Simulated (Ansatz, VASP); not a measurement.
**Pd: VASP beside Ansatz**

```
Pd
1.0
     0.00000    1.97049    1.97049
     1.97049    0.00000    1.97049
     1.97049    1.97049    0.00000
Pd
1
Direct
  0.00000 0.00000 0.00000
```

Change from the starting cell: volume scaled by 1.04, PAW files.

Alike in both runs: task electric field gradients; functional PBE; k mesh 18 × 18 × 18; occupations fermi-dirac, width 0.05 eV; no spin polarisation.

|  | VASP | Ansatz |
| --- | --- | --- |
| version | VASP 6.6.1 | Ansatz 0.2.0 |
| potentials or method | VASP PAW PBE potentials, release 64 (Pd) | PAW with Ansatz's default frozen-core files, scalar-relativistic |
| plane-wave cutoff (eV) | 520 | 420 |
| valence electrons in the cell | 10 | 18 |

|  | VASP | Ansatz | Ansatz less VASP |
| --- | --- | --- | --- |
| pressure (GPa) | -0.1 | 0.2 | +0.29 |

VASP's potentials hold 10 valence electrons a cell and Ansatz's 18, so a difference there can come from the potentials and not from the codes.
